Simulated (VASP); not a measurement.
# V (Im-3m) in VASP: further runs

V is run at these levels: PBE; tasks: single point.

All numbers are computed with VASP 6.6.1; they aren't measurements. Logs are shortened: lines on timing, memory, paths and dates and some standing lists are left out, and cuts for length are marked.

### Step 1. The cell of the first run

It takes space group Im-3m (No. 229, cubic). Conventional cell: a = 2.998 Å, b = 2.998 Å, c = 2.998 Å, α = 90.00°, β = 90.00°, γ = 90.00°. V (site symmetry m-3m) has 14 V at 2.60 to 3.00 Å within 3.4 Å.

### Step 2. Single point, PBE

INCAR

```
SYSTEM = V
  ALGO = Normal
  EDIFF = 1E-7
  ENCUT = 520
  GGA = PE
  ISIF = 2
  ISMEAR = -1
  LASPH = .True.
  LCHARG = .False.
  LREAL = .False.
  LWAVE = .False.
  NBANDS = 12
  NELM = 60
  PREC = Accurate
  SIGMA = 0.1
```

KPOINTS

```
k-points
0
Gamma
  15 15 15
  0 0 0
```

POSCAR

```
V
1.0
   -1.4991761207      1.4991761207      1.4991761207
    1.4991761207     -1.4991761207      1.4991761207
    1.4991761207      1.4991761207     -1.4991761207
V
1
Direct
    0.0000000000      0.0000000000      0.0000000000
```

Potentials or basis: VASP PAW PBE potentials, release 64 (V_sv).

The run is started by

```sh
> cat potpaw_PBE.64/V_sv/POTCAR > POTCAR
> mpirun -np 1 vasp_std > vasp.out
```

OUTCAR:

```text
SYSTEM = V
   EDIFF = 1E-7
   ENCUT = 520
   GGA = PE
   ISIF = 2
   ISMEAR = -1
   LASPH = .True.
   LREAL = .False.
   NELM = 60
   PREC = Accurate

 ion  position               nearest neighbor table
   1  0.000  0.000  0.000-

  LATTYP: Found a body centered cubic cell.
 ALAT       =     2.9983522414

  Lattice vectors:

 A1 = (  -1.4991761207,   1.4991761207,   1.4991761207)
 A2 = (   1.4991761207,  -1.4991761207,   1.4991761207)
 A3 = (   1.4991761207,   1.4991761207,  -1.4991761207)

Analysis of symmetry for initial positions (statically):
=====================================================================
 Subroutine PRICEL returns:
 Original cell was already a primitive cell.

 Routine SETGRP: Setting up the symmetry group for a
 body centered cubic supercell.

 Subroutine GETGRP returns: Found 48 space group operations
 (whereof 48 operations were pure point group operations)
 out of a pool of 48 trial point group operations.

The static configuration has the point symmetry O_h .

Analysis of symmetry for dynamics (positions and initial velocities):
=====================================================================
 Subroutine PRICEL returns:
 Original cell was already a primitive cell.

 Routine SETGRP: Setting up the symmetry group for a
 body centered cubic supercell.

 Subroutine GETGRP returns: Found 48 space group operations
 (whereof 48 operations were pure point group operations)
 out of a pool of 48 trial point group operations.

The dynamic configuration has the point symmetry O_h .

 Subroutine INISYM returns: Found 48 space group operations
 (whereof 48 operations are pure point group operations),
 and found     1 'primitive' translations

----------------------------------------------------------------------------------------

                                     Primitive cell

  volume of cell :      13.4778

  direct lattice vectors                    reciprocal lattice vectors
    -1.499176121  1.499176121  1.499176121     0.000000000  0.333516518  0.333516518
     1.499176121 -1.499176121  1.499176121     0.333516518  0.000000000  0.333516518
     1.499176121  1.499176121 -1.499176121     0.333516518  0.333516518  0.000000000

  length of vectors
     2.596649211  2.596649211  2.596649211     0.471663583  0.471663583  0.471663583

  position of ions in fractional coordinates (direct lattice)
     0.000000000  0.000000000  0.000000000

  ion indices of the primitive-cell ions
   primitive index   ion index
                 1           1

----------------------------------------------------------------------------------------

 KPOINTS: k-points

Automatic generation of k-mesh.
 Grid dimensions read from file:
 generate k-points for:   15   15   15

 Generating k-lattice:

  Cartesian coordinates                     Fractional coordinates (reciprocal lattice)
     0.000000000  0.022234435  0.022234435     0.066666667  0.000000000  0.000000000
     0.022234435  0.000000000  0.022234435     0.000000000  0.066666667  0.000000000
     0.022234435  0.022234435  0.000000000     0.000000000  0.000000000  0.066666667

  Length of vectors
     0.031444239  0.031444239  0.031444239

  Shift w.r.t. Gamma in fractional coordinates (k-lattice)
     0.000000000  0.000000000  0.000000000

 Subroutine IBZKPT returns following result:
 ===========================================

 Found    120 irreducible k-points:

 Following reciprocal coordinates:
            Coordinates               Weight
  0.000000  0.000000  0.000000      1.000000
  0.066667  0.000000  0.000000     12.000000
  0.133333  0.000000  0.000000     12.000000
  0.200000  0.000000  0.000000     12.000000
  0.266667  0.000000  0.000000     12.000000
  0.333333  0.000000  0.000000     12.000000
[... 16 lines left out ...]
  0.333333  0.200000  0.000000     48.000000
  0.400000  0.200000  0.000000     24.000000
 [... further k-points ...]
   k-points           NKPTS =    120   k-points in BZ     NKDIM =    120   number of bands    NBANDS=     12
   number of dos      NEDOS =    301   number of ions     NIONS =      1
   total plane-waves  NPLWV =   8000
   dimension x,y,z NGX =    20 NGY =   20 NGZ =   20
   dimension x,y,z NGXF=    40 NGYF=   40 NGZF=   40
   ions per type =               1
   NGX,Y,Z   is equivalent  to a cutoff of  12.80, 12.80, 12.80 a.u.
   NGXF,Y,Z  is equivalent  to a cutoff of  25.61, 25.61, 25.61 a.u.
 SYSTEM =  V
   PREC   = accura    normal or accurate (medium, high low for compatibility)
   ISTART =      0    job   : 0-new  1-cont  2-samecut
   ICHARG =      2    charge: 1-file 2-atom 10-const
   ISPIN  =      1    spin polarized calculation?
   LNONCOLLINEAR =      F non collinear calculations
   LSORBIT =      F    spin-orbit coupling
   LASPH  =      T    aspherical Exc in radial PAW
   ENCUT  =  520.0 eV  38.22 Ry    6.18 a.u.   4.83  4.83  4.83*2*pi/ulx,y,z
   NELM   =     60;   NELMIN=  2; NELMDL= -5     # of ELM steps
   EDIFF  = 0.1E-06   stopping-criterion for ELM
   LREAL  =      F    real-space projection
   EDIFFG = 0.1E-05   stopping-criterion for IOM
   NSW    =      0    number of steps for IOM
   IBRION =     -1    ionic relax: 0-MD 1-quasi-New 2-CG
   NFREE  =      0    steps in history (QN), initial steepest desc. (CG)
   ISIF   =      2    stress and relaxation
   ISYM   =      2    0-nonsym 1-usesym 2-fastsym
   POTIM  = 0.5000    time-step for ionic-motion
   TEBEG  =    0.0;   TEEND  =   0.0 temperature during run
   PSTRESS=    0.0 pullay stress
   NELECT =      13.0000    total number of electrons
   NUPDOWN=      -1.0000    fix difference up-down
   EMIN   =  10.00;   EMAX   =-10.00  energy-range for DOS
   EFERMI =   0.00;   METHOD = LEGACY
   ISMEAR =    -1;   SIGMA  =   0.10  broadening in eV -4-tet -1-fermi 0-gaus
   EFERMI_NEDOS =   21; number of points for ismear=-14 and -15
   IALGO  =     38    algorithm
   IMIX   =      4    mixing-type and parameters
     AMIX     =   0.40;   BMIX     =  1.00
     AMIX_MAG =   1.60;   BMIX_MAG =  1.00
  volume/ion in A,a.u.               =      13.48        90.95
  Fermi-wavevector in a.u.,A,eV,Ry     =   1.617521  3.056672 35.597938  2.616375
  Thomas-Fermi vector in A             =   2.711933
   LORBIT       =      0    0 simple, 1 ext, 2 COOP (PROOUT), +10 PAW based schemes
   GGA     = PE    functional components
   LHFCALC =     F    Hartree Fock is set to
   AEXX    =    0.0000 exact exchange contribution
   IVDW    =     0    specifies the selected vdW correction
   LEPSILON=     F    determine dielectric tensor
   LRPA    =     F    only Hartree local field effects (RPA)
 non-spin polarized calculation
  energy-cutoff  :      520.00
  volume of cell :       13.48
 maximum number of plane-waves:       374
   NGX =  9   NGY =  9   NGZ =  9

 number of electron      12.9999990 magnetization

 Free energy of the ion-electron system (eV)
  ---------------------------------------------------
  ext. energy  EPLUGINS =         0.00000000
  ---------------------------------------------------
  free energy    TOTEN  =        -9.02127105 eV

  energy without entropy =       -8.96580575  energy(sigma->0) =       -8.99353840

 E-fermi :   9.7262     XC(G=0): -12.9006

 val. band max:        9.7029336580   @ k =  -0.2667   0.2667   0.1333
 cond. band min:       9.7415989364   @ k =   0.0667   0.0667   0.0667
 fundamental gap:      0.0386652784
 Fermi energy:         9.7262249289

 k-point     1 :       0.0000    0.0000    0.0000
  band No.  band energies     occupation
      1     -54.0133      2.00000
      2     -27.3154      2.00000
      3     -27.3154      2.00000
      4     -27.3154      2.00000
      5       3.1145      2.00000
      6      10.1164      0.03961
      7      10.1164      0.03960
      8      10.1164      0.03960
      9      12.1251      0.00000
     10      12.1251      0.00000
     11      30.1813      0.00000
     12      30.1813      0.00000

 k-point     2 :       0.0667    0.0000    0.0000
  band No.  band energies     occupation
      1     -54.0049      2.00000
      2     -27.3559      2.00000
      3     -27.3277      2.00000
      4     -27.3157      2.00000
      5       3.2940      2.00000
      6      10.0401      0.08311
      7      10.0997      0.04666
      8      10.2441      0.01120
      9      12.0378      0.00000
     10      12.1301      0.00000
     11      29.8612      0.00000
     12      30.1516      0.00000

 k-point     3 :       0.1333    0.0000    0.0000
  band No.  band energies     occupation
      1     -53.9811      2.00000
      2     -27.4696      2.00000
      3     -27.3626      2.00000
      4     -27.3164      2.00000
      5       3.8107      2.00000
      6       9.8300      0.52323
      7      10.0164      0.10416
      8      10.6159      0.00027
      9      11.8605      0.00000
     10      12.1489      0.00000
     11      28.8932      0.00000
     12      29.8769      0.00000

 k-point     4 :       0.2000    0.0000    0.0000
  band No.  band energies     occupation
      1     -53.9459      2.00000
      2     -27.6346      2.00000
      3     -27.4136      2.00000
      4     -27.3176      2.00000
      5       4.5916      2.00000
      6       9.5348      1.74301
      7       9.8274      0.53334
      8      11.1962      0.00000
      9      11.7669      0.00000
     10      12.1896      0.00000
     11      27.3029      0.00000
     12      29.0927      0.00000

 k-point     5 :       0.2667    0.0000    0.0000
  band No.  band energies     occupation
      1     -53.9051      2.00000
      2     -27.8209      2.00000
      3     -27.4717      2.00000
      4     -27.3191      2.00000
      5       5.4781      2.00000
      6       9.2144      1.98810
      7       9.6595      1.32158
      8      11.8254      0.00000
      9      11.9211      0.00000
     10      12.2564      0.00000
     11      25.2842      0.00000
     12      27.9823      0.00000
[... 228 lines left out ...]
      1     -53.8565      2.00000
      2     -27.9630      2.00000
      3     -27.5546      2.00000
      4     -27.3853      2.00000
      5       6.6946      2.00000
      6       8.8576      1.99966
      7       9.2161      1.98789
      8      11.6894      0.00000
      9      12.5151      0.00000
     10      13.4004      0.00000
     11      24.3498      0.00000
     12      24.8333      0.00000

 k-point    22 :       0.2667    0.2000    0.0000
  band No.  band energies     occupation
      1     -53.8275      2.00000
      2     -28.0409      2.00000
      3     -27.6355      2.00000
      4     -27.3972      2.00000
      5       7.2468      2.00000
      6       8.6658      1.99995
      7       9.2697      1.97940
      8      11.8466      0.00000
      9      12.5851      0.00000
     10      14.4521      0.00000
     11      22.4380      0.00000
     12      23.8440      0.00000

 k-point    23 :       0.3333    0.2000    0.0000
  band No.  band energies     occupation
      1     -53.8078      2.00000
      2     -28.0866      2.00000
      3     -27.6995      2.00000
      4     -27.4030      2.00000
      5       7.3959      2.00000
      6       8.6355      1.99996
      7       9.4908      1.82659
      8      12.0113      0.00000
      9      12.6531      0.00000
     10      15.5066      0.00000
     11      20.6059      0.00000
     12      23.2843      0.00000

 k-point    24 :       0.4000    0.2000    0.0000
  band No.  band energies     occupation
      1     -53.8008      2.00000
      2     -28.1012      2.00000
      3     -27.7239      2.00000
      4     -27.4048      2.00000
      5       7.3962      2.00000
      6       8.6352      1.99996
      7       9.6211      1.48221
      8      12.0713      0.00000
      9      12.7009      0.00000
     10      16.0866      0.00000
     11      19.7322      0.00000
     12      23.0807      0.00000

 [... further k-points ...]

------------------------ aborting loop because EDIFF is reached ----------------------------------------

  FORCE on cell =-STRESS in cart. coord.  units (eV):
  Direction    XX          YY          ZZ          XY          YZ          ZX
  --------------------------------------------------------------------------------------
  -------------------------------------------------------------------------------------
  Total        0.0172825      0.0172825      0.0172825     -0.0000000      0.0000000     -0.0000000
  in kB        2.0544615      2.0544615      2.0544615     -0.0000000      0.0000000     -0.0000000
  external PRESSURE =       2.0544615 kB  Pullay stress =       0.0000000 kB

 VOLUME and BASIS-vectors are now :
 -----------------------------------------------------------------------------
  energy-cutoff  :      520.00
  volume of cell :       13.48
      direct lattice vectors                 reciprocal lattice vectors
    -1.499176121  1.499176121  1.499176121     0.000000000  0.333516518  0.333516518
     1.499176121 -1.499176121  1.499176121     0.333516518  0.000000000  0.333516518
     1.499176121  1.499176121 -1.499176121     0.333516518  0.333516518  0.000000000

 POSITION                                       TOTAL-FORCE (eV/Angst)
 -----------------------------------------------------------------------------------
      0.00000      0.00000      0.00000         0.000000      0.000000      0.000000
 -----------------------------------------------------------------------------------
    total drift:                                0.000000     -0.000000      0.000000

  FREE ENERGIE OF THE ION-ELECTRON SYSTEM (eV)
  ---------------------------------------------------
  free  energy   TOTEN  =        -9.0212710474 eV

  energy  without entropy=       -8.9658057458  energy(sigma->0) =       -8.99353840
```

Wall time 24 s (1 thread of AMD EPYC 7R43 (Zen 3), shared host); peak memory 0.1 GiB.

What came out:

| Item | Value |
| --- | --- |
| Free energy | -9.0213 eV |
| Pressure | 0.2 GPa |

Levels at points of the mesh, in eV from the Fermi level:
| k point | band 2 | band 3 | band 4 | band 5 | band 6 | band 7 | band 8 | band 9 | band 10 | band 11 |
| --- | --- | --- | --- | --- | --- | --- | --- | --- | --- | --- |
| (0.00, 0.00, 0.00) | -37.04 | -37.04 | -37.04 | -6.61 | 0.39 | 0.39 | 0.39 | 2.40 | 2.40 | 20.46 |

### Step 3. Single point, PBE

INCAR

```
SYSTEM = V
ALGO = Normal
EDIFF = 1E-7
ENCUT = 520
GGA = PE
ISIF = 2
ISMEAR = -1
LASPH = .True.
LCHARG = .False.
LREAL = .False.
LWAVE = .False.
NBANDS = 12
NELM = 80
PREC = Accurate
SIGMA = 0.01
```

KPOINTS is that of step 2.

POSCAR is that of step 2.

Potentials or basis: VASP PAW PBE potentials, release 64 (V_sv).

The run is started by

```sh
> cat potpaw_PBE.64/V_sv/POTCAR > POTCAR
> mpirun -np 1 vasp_std > vasp.out
```

OUTCAR:

```text
SYSTEM = V
   EDIFF = 1E-7
   ENCUT = 520
   GGA = PE
   ISIF = 2
   ISMEAR = -1
   LASPH = .True.
   LREAL = .False.
   NELM = 80
   PREC = Accurate

 ion  position               nearest neighbor table
   1  0.000  0.000  0.000-

  LATTYP: Found a body centered cubic cell.
 ALAT       =     2.9983522414

  Lattice vectors:

 A1 = (  -1.4991761207,   1.4991761207,   1.4991761207)
 A2 = (   1.4991761207,  -1.4991761207,   1.4991761207)
[... 529 lines left out ...]
      3     -27.7275      2.00000
      4     -27.4084      2.00000
      5       7.3948      2.00000
      6       8.6334      2.00000
      7       9.6197      1.99671
      8      12.0684      0.00000
      9      12.6977      0.00000
     10      16.0844      0.00000
     11      19.7302      0.00000
     12      23.0798      0.00000

 [... further k-points ...]
[... 5 lines left out ...]
  --------------------------------------------------------------------------------------
  -------------------------------------------------------------------------------------
  Total       -0.0312948     -0.0312948     -0.0312948      0.0000000     -0.0000000      0.0000000
  in kB       -3.7201911     -3.7201911     -3.7201911      0.0000000     -0.0000000      0.0000000
  external PRESSURE =      -3.7201911 kB  Pullay stress =       0.0000000 kB

 VOLUME and BASIS-vectors are now :
 -----------------------------------------------------------------------------
  energy-cutoff  :      520.00
  volume of cell :       13.48
      direct lattice vectors                 reciprocal lattice vectors
    -1.499176121  1.499176121  1.499176121     0.000000000  0.333516518  0.333516518
     1.499176121 -1.499176121  1.499176121     0.333516518  0.000000000  0.333516518
     1.499176121  1.499176121 -1.499176121     0.333516518  0.333516518  0.000000000

 POSITION                                       TOTAL-FORCE (eV/Angst)
 -----------------------------------------------------------------------------------
      0.00000      0.00000      0.00000         0.000000      0.000000      0.000000
 -----------------------------------------------------------------------------------
    total drift:                                0.000000     -0.000000      0.000000

  FREE ENERGIE OF THE ION-ELECTRON SYSTEM (eV)
  ---------------------------------------------------
  free  energy   TOTEN  =        -8.9952163268 eV

  energy  without entropy=       -8.9947164377  energy(sigma->0) =       -8.99496638
```

OSZICAR:

```text
N       E                     dE             d eps       ncg     rms          rms(c)
DAV:   1     0.932007228003E+02    0.93201E+02   -0.71295E+03  2888   0.119E+03
DAV:   2    -0.905014377698E+01   -0.10225E+03   -0.99188E+02  2936   0.334E+02
DAV:   3    -0.103784620393E+02   -0.13283E+01   -0.13254E+01  3188   0.443E+01
DAV:   4    -0.103851965484E+02   -0.67345E-02   -0.67344E-02  3088   0.336E+00
DAV:   5    -0.103852768903E+02   -0.80342E-04   -0.80344E-04  3136   0.347E-01    0.183E+01
DAV:   6    -0.901902287463E+01    0.13663E+01   -0.31607E+00  2996   0.296E+01    0.158E+00
DAV:   7    -0.900341408411E+01    0.15609E-01   -0.29381E-02  2972   0.225E+00    0.105E+00
DAV:   8    -0.899516908050E+01    0.82450E-02   -0.42120E-03  3132   0.980E-01    0.810E-02
DAV:   9    -0.899521172452E+01   -0.42644E-04   -0.15106E-04  2936   0.171E-01    0.240E-02
DAV:  10    -0.899521420803E+01   -0.24835E-05   -0.72890E-06  3056   0.290E-02    0.313E-03
DAV:  11    -0.899521604527E+01   -0.18372E-05   -0.13448E-07  2276   0.568E-03    0.497E-04
DAV:  12    -0.899521623895E+01   -0.19368E-06   -0.12557E-08  1516   0.175E-03    0.974E-05
DAV:  13    -0.899521632679E+01   -0.87834E-07   -0.19396E-09  1480   0.679E-04
   1 F= -.89952163E+01 E0= -.89949664E+01  d E =-.499889E-03
```

stdout:

```text
POSCAR found type information on POSCAR V
 POSCAR found :  1 types and       1 ions
 scaLAPACK will be used
 LDA part: xc-table for (Slater+PW92), standard interpolation
 POSCAR, INCAR and KPOINTS ok, starting setup
 FFT: planning ... GRIDC
 FFT: planning ... GRID_SOFT
 FFT: planning ... GRID
 WAVECAR not read
 entering main loop
```

Wall time 22 s (1 thread of AMD EPYC 7R43 (Zen 3), shared host); peak memory 0.09 GiB.

What came out:

```
Free energy : -8.9952 eV
Pressure    : -0.4 GPa
```

### Step 4. Single point, PBE

INCAR

```
PREC = Accurate ; ENCUT = 520
EDIFF = 1E-6 ; ISMEAR = -1
SIGMA = 0.03 ; LREAL = F
LASPH = T ; NELM = 100
ALGO = Normal ; ISIF = 2
LWAVE = F ; LCHARG = F
GGA = PE ; NBANDS = 12
```

KPOINTS

```
Automatic mesh
0
Gamma
  15 15 15
```

POSCAR is that of step 3.

The run is started by

```sh
> cat potpaw_PBE.64/V_sv/POTCAR > POTCAR
> mpirun -np 1 vasp_std > vasp.out
```

It took 20 s on 1 thread of AMD EPYC 7R43 (Zen 3), shared host; peak memory 0.1 GiB.

Results (log left out):

```
Free energy : -8.9970 eV
Pressure    : -0.3 GPa
```

Levels at points of the mesh, in eV from the Fermi level:
| k point | band 2 | band 3 | band 4 | band 5 | band 6 | band 7 | band 8 | band 9 | band 10 | band 11 |
| --- | --- | --- | --- | --- | --- | --- | --- | --- | --- | --- |
| (0.00, 0.00, 0.00) | -37.02 | -37.02 | -37.02 | -6.59 | 0.41 | 0.41 | 0.41 | 2.42 | 2.42 | 20.48 |

(Continued in part 2 of 2.)
